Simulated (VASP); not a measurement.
# RhCl (P4/nmm) in VASP: a series of runs

Runs on RhCl. Level: PBE. Tasks: single point, relaxation of cell and atoms.

Everything below comes from runs of VASP 6.6.1. Logs are shortened: lines on timing, memory, paths and dates and some standing lists are left out, and cuts for length are marked.

## Step 1: The cell of the first run

It takes space group P4/nmm (No. 129, tetragonal). The conventional cell has a = 4.853 Å, b = 4.853 Å, c = 2.924 Å, α = 90.00°, β = 90.00°, γ = 90.00°. Within 3.2 Å of Rh (site symmetry 4mm) lie 4 Cl at 2.43 Å and 2 Rh at 2.92 Å. Cl (site symmetry -4m2) has 4 Rh at 2.43 Å and 2 Cl at 2.92 Å within 3.2 Å.

## Step 2: Single point, PBE

Contents of INCAR:

```
  ALGO = Normal
  EDIFF = 1E-6
  ENCUT = 520
  GGA = PE
  ISIF = 2
  ISMEAR = 0
  LASPH = T
  LCHARG = F
  LREAL = F
  LWAVE = F
  NBANDS = 30
  NELM = 100
  PREC = Accurate
  SIGMA = 0.1
```

Contents of KPOINTS:

```
k-points
0
Gamma
  4 4 4
```

Contents of POSCAR:

```
RhCl
1.0
    4.8531391312      0.0000000000      0.0000000000
    0.0000000000      4.8531391312      0.0000000000
    0.0000000000      0.0000000000      2.9244382267
Rh Cl
2 2
Direct
    0.0000000000      0.5000000000      0.0380411690
    0.5000000000      0.0000000000      0.9619588310
    0.0000000000      0.0000000000      0.0000000000
    0.5000000000      0.5000000000      0.0000000000
```

Potentials or basis: VASP PAW PBE potentials, release 64 (Rh_pv, Cl).

Started as:

```sh
> cat potpaw_PBE.64/Rh_pv/POTCAR potpaw_PBE.64/Cl/POTCAR > POTCAR
> mpirun -np 1 vasp_std > vasp.out
```

OUTCAR:

```text
EDIFF = 1E-6
   ENCUT = 520
   GGA = PE
   ISIF = 2
   ISMEAR = 0
   LASPH = T
   LREAL = F
   NELM = 100
   PREC = Accurate

 ion  position               nearest neighbor table
   1  0.000  0.500  0.038-   3 2.43   4 2.43   3 2.43   4 2.43
   2  0.500  0.000  0.962-   3 2.43   4 2.43   4 2.43   3 2.43
   3  0.000  0.000  0.000-   1 2.43   2 2.43   1 2.43   2 2.43
   4  0.500  0.500  0.000-   1 2.43   2 2.43   2 2.43   1 2.43

  LATTYP: Found a simple tetragonal cell.
 ALAT       =     4.8531391312
 C/A-ratio  =     0.6025869335

  Lattice vectors:

 A1 = (   4.8531391312,   0.0000000000,   0.0000000000)
 A2 = (   0.0000000000,   4.8531391312,   0.0000000000)
 A3 = (   0.0000000000,   0.0000000000,   2.9244382267)

Analysis of symmetry for initial positions (statically):
=====================================================================
 Subroutine PRICEL returns:
 Original cell was already a primitive cell.

 Routine SETGRP: Setting up the symmetry group for a
 simple tetragonal supercell.

 Subroutine GETGRP returns: Found 16 space group operations
 (whereof  8 operations were pure point group operations)
 out of a pool of 16 trial point group operations.

The static configuration has the point symmetry D_2d.
 The point group associated with its full space group is D_4h.

Analysis of symmetry for dynamics (positions and initial velocities):
=====================================================================
 Subroutine PRICEL returns:
 Original cell was already a primitive cell.

 Routine SETGRP: Setting up the symmetry group for a
 simple tetragonal supercell.

 Subroutine GETGRP returns: Found 16 space group operations
 (whereof  8 operations were pure point group operations)
 out of a pool of 16 trial point group operations.

The dynamic configuration has the point symmetry D_2d.
 The point group associated with its full space group is D_4h.

 Subroutine INISYM returns: Found 16 space group operations
 (whereof  8 operations are pure point group operations),
 and found     1 'primitive' translations

----------------------------------------------------------------------------------------

                                     Primitive cell

  volume of cell :      68.8792

  direct lattice vectors                    reciprocal lattice vectors
     4.853139131  0.000000000  0.000000000     0.206052201  0.000000000  0.000000000
     0.000000000  4.853139131  0.000000000     0.000000000  0.206052201  0.000000000
     0.000000000  0.000000000  2.924438227     0.000000000  0.000000000  0.341946016

  length of vectors
     4.853139131  4.853139131  2.924438227     0.206052201  0.206052201  0.341946016

  position of ions in fractional coordinates (direct lattice)
     0.000000000  0.500000000  0.038041169
     0.500000000  0.000000000  0.961958831
     0.000000000  0.000000000  0.000000000
     0.500000000  0.500000000  0.000000000

  ion indices of the primitive-cell ions
   primitive index   ion index
                 1           1
                 2           2
                 3           3
                 4           4

----------------------------------------------------------------------------------------

 KPOINTS: k-points

Automatic generation of k-mesh.
 Grid dimensions read from file:
 generate k-points for:    4    4    4

 Generating k-lattice:

  Cartesian coordinates                     Fractional coordinates (reciprocal lattice)
     0.051513050  0.000000000  0.000000000     0.250000000  0.000000000  0.000000000
     0.000000000  0.051513050  0.000000000     0.000000000  0.250000000  0.000000000
     0.000000000  0.000000000  0.085486504     0.000000000  0.000000000  0.250000000

  Length of vectors
     0.051513050  0.051513050  0.085486504

  Shift w.r.t. Gamma in fractional coordinates (k-lattice)
     0.000000000  0.000000000  0.000000000

 Subroutine IBZKPT returns following result:
 ===========================================

 Found     18 irreducible k-points:

 Following reciprocal coordinates:
            Coordinates               Weight
  0.000000  0.000000  0.000000      1.000000
  0.250000  0.000000  0.000000      4.000000
  0.500000  0.000000  0.000000      2.000000
  0.250000  0.250000  0.000000      4.000000
  0.500000  0.250000  0.000000      4.000000
  0.500000  0.500000  0.000000      1.000000
[... 10 lines left out ...]
  0.500000  0.250000  0.500000      4.000000
  0.500000  0.500000  0.500000      1.000000
   k-points           NKPTS =     18   k-points in BZ     NKDIM =     18   number of bands    NBANDS=     30
   number of dos      NEDOS =    301   number of ions     NIONS =      4
   total plane-waves  NPLWV =  31104
   dimension x,y,z NGX =    36 NGY =   36 NGZ =   24
   dimension x,y,z NGXF=    72 NGYF=   72 NGZF=   48
   ions per type =               2   2
   NGX,Y,Z   is equivalent  to a cutoff of  12.33, 12.33, 13.64 a.u.
   NGXF,Y,Z  is equivalent  to a cutoff of  24.66, 24.66, 27.29 a.u.
 SYSTEM =  unknown system
   PREC   = accura    normal or accurate (medium, high low for compatibility)
   ISTART =      0    job   : 0-new  1-cont  2-samecut
   ICHARG =      2    charge: 1-file 2-atom 10-const
   ISPIN  =      1    spin polarized calculation?
   LNONCOLLINEAR =      F non collinear calculations
   LSORBIT =      F    spin-orbit coupling
   LASPH  =      T    aspherical Exc in radial PAW
   ENCUT  =  520.0 eV  38.22 Ry    6.18 a.u.   9.02  9.02  5.44*2*pi/ulx,y,z
   NELM   =    100;   NELMIN=  2; NELMDL= -5     # of ELM steps
   EDIFF  = 0.1E-05   stopping-criterion for ELM
   LREAL  =      F    real-space projection
   EDIFFG = 0.1E-04   stopping-criterion for IOM
   NSW    =      0    number of steps for IOM
   IBRION =     -1    ionic relax: 0-MD 1-quasi-New 2-CG
   NFREE  =      0    steps in history (QN), initial steepest desc. (CG)
   ISIF   =      2    stress and relaxation
   ISYM   =      2    0-nonsym 1-usesym 2-fastsym
   POTIM  = 0.5000    time-step for ionic-motion
   TEBEG  =    0.0;   TEEND  =   0.0 temperature during run
   PSTRESS=    0.0 pullay stress
   NELECT =      44.0000    total number of electrons
   NUPDOWN=      -1.0000    fix difference up-down
   EMIN   =  10.00;   EMAX   =-10.00  energy-range for DOS
   EFERMI =   0.00;   METHOD = LEGACY
   ISMEAR =     0;   SIGMA  =   0.10  broadening in eV -4-tet -1-fermi 0-gaus
   EFERMI_NEDOS =   21; number of points for ismear=-14 and -15
   IALGO  =     38    algorithm
   IMIX   =      4    mixing-type and parameters
     AMIX     =   0.40;   BMIX     =  1.00
     AMIX_MAG =   1.60;   BMIX_MAG =  1.00
  volume/ion in A,a.u.               =      17.22       116.20
  Fermi-wavevector in a.u.,A,eV,Ry     =   1.409926  2.664374 27.046915  1.987892
  Thomas-Fermi vector in A             =   2.531932
   LORBIT       =      0    0 simple, 1 ext, 2 COOP (PROOUT), +10 PAW based schemes
   GGA     = PE    functional components
   LHFCALC =     F    Hartree Fock is set to
   AEXX    =    0.0000 exact exchange contribution
   IVDW    =     0    specifies the selected vdW correction
   LEPSILON=     F    determine dielectric tensor
   LRPA    =     F    only Hartree local field effects (RPA)
 non-spin polarized calculation
 Gauss-broadening in eV      SIGMA  =   0.10
  energy-cutoff  :      520.00
  volume of cell :       68.88
 maximum number of plane-waves:      1888
   NGX = 19   NGY = 19   NGZ = 11

 number of electron      44.0000014 magnetization

 Free energy of the ion-electron system (eV)
  ---------------------------------------------------
  ext. energy  EPLUGINS =         0.00000000
  ---------------------------------------------------
  free energy    TOTEN  =       -16.87518855 eV

  energy without entropy =      -16.86164123  energy(sigma->0) =      -16.86841489

 E-fermi :   7.2633     XC(G=0): -11.3763

 val. band max:        7.2586914127   @ k =   0.2500   0.0000   0.2500
 cond. band min:       7.2859039191   @ k =   0.2500   0.0000   0.0000
 fundamental gap:      0.0272125064
 Fermi energy:         7.2632657358

 k-point     1 :       0.0000    0.0000    0.0000
  band No.  band energies     occupation
      1     -38.4233      2.00000
      2     -38.4233      2.00000
      3     -38.3963      2.00000
      4     -38.3963      2.00000
      5     -38.0181      2.00000
      6     -38.0150      2.00000
[... 22 lines left out ...]
     29      16.5590      0.00000
     30      17.0417      0.00000

 k-point     2 :       0.2500    0.0000    0.0000
  band No.  band energies     occupation
      1     -38.4199      2.00000
      2     -38.4193      2.00000
      3     -38.4008      2.00000
      4     -38.4002      2.00000
      5     -38.0177      2.00000
      6     -38.0154      2.00000
[... 22 lines left out ...]
     29      16.0972      0.00000
     30      16.3565      0.00000

 k-point     3 :       0.5000    0.0000    0.0000
  band No.  band energies     occupation
      1     -38.4110      2.00000
      2     -38.4110      2.00000
      3     -38.4098      2.00000
      4     -38.4098      2.00000
      5     -38.0165      2.00000
      6     -38.0165      2.00000
[... 22 lines left out ...]
     29      15.6473      0.00000
     30      15.6473      0.00000

 k-point     4 :       0.2500    0.2500    0.0000
  band No.  band energies     occupation
      1     -38.4261      2.00000
      2     -38.4127      2.00000
      3     -38.4081      2.00000
      4     -38.3945      2.00000
      5     -38.0173      2.00000
      6     -38.0157      2.00000
[... 22 lines left out ...]
     29      16.1448      0.00000
     30      16.8314      0.00000

 k-point     5 :       0.5000    0.2500    0.0000
  band No.  band energies     occupation
      1     -38.4234      2.00000
      2     -38.4234      2.00000
      3     -38.3978      2.00000
      4     -38.3978      2.00000
      5     -38.0165      2.00000
      6     -38.0165      2.00000
[... 22 lines left out ...]
     29      16.1697      0.00000
     30      16.1697      0.00000
[... 328 lines left out ...]
     29      16.3886      0.00000
     30      16.3886      0.00000

 k-point    16 :       0.2500    0.2500    0.5000
  band No.  band energies     occupation
      1     -38.4108      2.00000
      2     -38.3979      2.00000
      3     -38.3935      2.00000
      4     -38.3806      2.00000
      5     -38.1759      2.00000
      6     -38.1735      2.00000
[... 22 lines left out ...]
     29      15.9838      0.00000
     30      17.2571      0.00000

 k-point    17 :       0.5000    0.2500    0.5000
  band No.  band energies     occupation
      1     -38.4082      2.00000
      2     -38.4082      2.00000
      3     -38.3838      2.00000
      4     -38.3838      2.00000
      5     -38.1747      2.00000
      6     -38.1747      2.00000
[... 22 lines left out ...]
     29      16.5825      0.00000
     30      16.5825      0.00000

 k-point    18 :       0.5000    0.5000    0.5000
  band No.  band energies     occupation
      1     -38.4135      2.00000
      2     -38.4135      2.00000
      3     -38.3790      2.00000
      4     -38.3790      2.00000
      5     -38.1747      2.00000
      6     -38.1747      2.00000
[... 22 lines left out ...]
     29      17.1573      0.00000
     30      17.1573      0.00000

------------------------ aborting loop because EDIFF is reached ----------------------------------------

  FORCE on cell =-STRESS in cart. coord.  units (eV):
  Direction    XX          YY          ZZ          XY          YZ          ZX
  --------------------------------------------------------------------------------------
  -------------------------------------------------------------------------------------
  Total        0.0318226      0.0318226     -0.0682738      0.0000000      0.0000000      0.0000000
  in kB        0.7402168      0.7402168     -1.5880961      0.0000000      0.0000000      0.0000000
  external PRESSURE =      -0.0358875 kB  Pullay stress =       0.0000000 kB

 VOLUME and BASIS-vectors are now :
 -----------------------------------------------------------------------------
  energy-cutoff  :      520.00
  volume of cell :       68.88
      direct lattice vectors                 reciprocal lattice vectors
     4.853139131  0.000000000  0.000000000     0.206052201  0.000000000  0.000000000
     0.000000000  4.853139131  0.000000000     0.000000000  0.206052201  0.000000000
     0.000000000  0.000000000  2.924438227     0.000000000  0.000000000  0.341946016

 POSITION                                       TOTAL-FORCE (eV/Angst)
 -----------------------------------------------------------------------------------
      0.00000      2.42657      0.11125        -0.000000      0.000000     -0.002690
      2.42657      0.00000      2.81319         0.000000      0.000000      0.002690
      0.00000      0.00000      0.00000        -0.000000      0.000000      0.000000
      2.42657      2.42657      0.00000        -0.000000     -0.000000      0.000000
 -----------------------------------------------------------------------------------
    total drift:                                0.000000     -0.000000     -0.000000

  FREE ENERGIE OF THE ION-ELECTRON SYSTEM (eV)
  ---------------------------------------------------
  free  energy   TOTEN  =       -16.8751885491 eV

  energy  without entropy=      -16.8616412332  energy(sigma->0) =      -16.86841489
```

Wall time 32 s (1 thread of Oxide Virtual Turin-like, shared host); peak memory 0.15 GiB.

Results:

```
Free energy            : -16.8752 eV
Pressure               : 0.0 GPa
Band gap on the k mesh : zero (band 22 reaches 8.82 eV, above the bottom of band 23 at 6.82 eV)
```

Forces in eV/Å, atoms in the order of the input:
```
Rh   0.000  0.000 -0.003
Rh   0.000  0.000  0.003
Cl   0.000  0.000  0.000
Cl   0.000  0.000  0.000
```

Levels at points of the mesh, in eV from the Fermi level:
```tsv
k point	band 19	band 20	band 21	band 22	band 23	band 24	band 25	band 26
(0.00, 0.00, 0.00)	-0.63	-0.63	-0.49	-0.42	-0.28	-0.28	1.31	1.46
(0.50, 0.00, 0.00)	-0.59	-0.59	-0.45	-0.45	0.30	0.30	5.31	5.31
(0.50, 0.50, 0.00)	-0.22	-0.22	0.65	0.65	2.39	2.39	4.26	4.26
(0.00, 0.00, 0.50)	-1.61	-1.61	-0.39	-0.23	-0.12	0.20	5.17	5.85
(0.50, 0.00, 0.50)	-0.81	-0.81	-0.53	-0.53	1.74	1.74	3.62	3.62
(0.50, 0.50, 0.50)	-0.66	-0.66	1.56	1.56	2.18	2.18	2.52	2.52
```

Caveat: the k points lie up to 0.54 Å⁻¹ apart.

## Step 3: Single point, PBE

This run uses another cell than the first one, of 17.62 Å³/atom, 1.023 times its volume.

Contents of INCAR:

```
ALGO     = Normal         # electronic algorithm
EDIFF    = 1E-6           # SCF threshold, eV
ENCUT    = 520            # plane-wave cutoff, eV
GGA      = PE             # functional
ISIF     = 2              # what is computed and relaxed
ISMEAR   = 0              # smearing method
LASPH    = T              # aspherical terms in the spheres
LCHARG   = F              # write CHGCAR
LREAL    = F              # projectors in reciprocal space
LWAVE    = F              # write WAVECAR
NBANDS   = 30             # bands
NELM     = 60             # most SCF steps
PREC     = Accurate       # precision mode
SIGMA    = 0.1            # smearing width, eV
```

Contents of KPOINTS:

```
k-points
0
Gamma
  4 4 6
```

Contents of POSCAR:

```
RhCl
1.0
    4.8236585623      0.0000000000      0.0000000000
    0.0000000000      4.8236585623      0.0000000000
    0.0000000000      0.0000000000      3.0297947856
Rh Cl
2 2
Direct
    0.0000000000      0.5000000000      0.0764204699
    0.5000000000      0.0000000000      0.9235795301
    0.0000000000      0.0000000000      0.0000000000
    0.5000000000      0.5000000000      0.0000000000
```

Potentials or basis: VASP PAW PBE potentials, release 64 (Rh_pv, Cl).

Started as:

```sh
> cat potpaw_PBE.64/Rh_pv/POTCAR potpaw_PBE.64/Cl/POTCAR > POTCAR
> mpirun -np 1 vasp_std > vasp.out
```

It took 56 s on 1 thread of Oxide Virtual Turin-like, shared host; peak memory 0.16 GiB.

The run converged. Its results:

| Item | Value |
| --- | --- |
| Free energy | -16.6592 eV |
| Pressure | -0.2 GPa |
| Largest force | 0.021 eV/Å |
| Band gap on the k mesh | zero (band 22 reaches 8.19 eV, above the bottom of band 23 at 6.52 eV) |

Forces on the atoms (eV/Å):
```
Rh   0.000  0.000 -0.021
Rh   0.000  0.000  0.021
Cl   0.000  0.000  0.000
Cl   0.000  0.000  0.000
```

Stress tensor (GPa, compression positive):
```
-0.26  0.00  0.00
 0.00 -0.26  0.00
 0.00  0.00  0.05
```

Levels at points of the mesh, in eV from the Fermi level:
| k point | band 18 | band 19 | band 20 | band 21 | band 22 | band 23 | band 24 | band 25 | band 26 | band 27 |
| --- | --- | --- | --- | --- | --- | --- | --- | --- | --- | --- |
| (0.00, 0.00, 0.00) | -1.40 | -0.66 | -0.66 | -0.48 | -0.39 | -0.39 | -0.34 | 1.46 | 1.65 | 8.37 |
| (0.50, 0.00, 0.00) | -1.00 | -0.54 | -0.54 | -0.51 | -0.51 | 0.15 | 0.15 | 5.29 | 5.29 | 7.27 |
| (0.50, 0.50, 0.00) | -0.67 | -0.41 | -0.41 | 0.42 | 0.42 | 2.41 | 2.41 | 4.37 | 4.37 | 7.13 |
| (0.00, 0.00, 0.50) | -1.65 | -1.29 | -1.29 | -0.46 | -0.21 | -0.11 | 0.15 | 5.03 | 5.44 | 6.20 |
| (0.50, 0.00, 0.50) | -1.04 | -0.82 | -0.82 | -0.40 | -0.40 | 1.39 | 1.39 | 3.71 | 3.71 | 8.57 |
| (0.50, 0.50, 0.50) | -0.75 | -0.65 | -0.65 | 1.19 | 1.19 | 2.33 | 2.33 | 2.43 | 2.43 | 7.21 |

(Continued in part 2 of 2.)
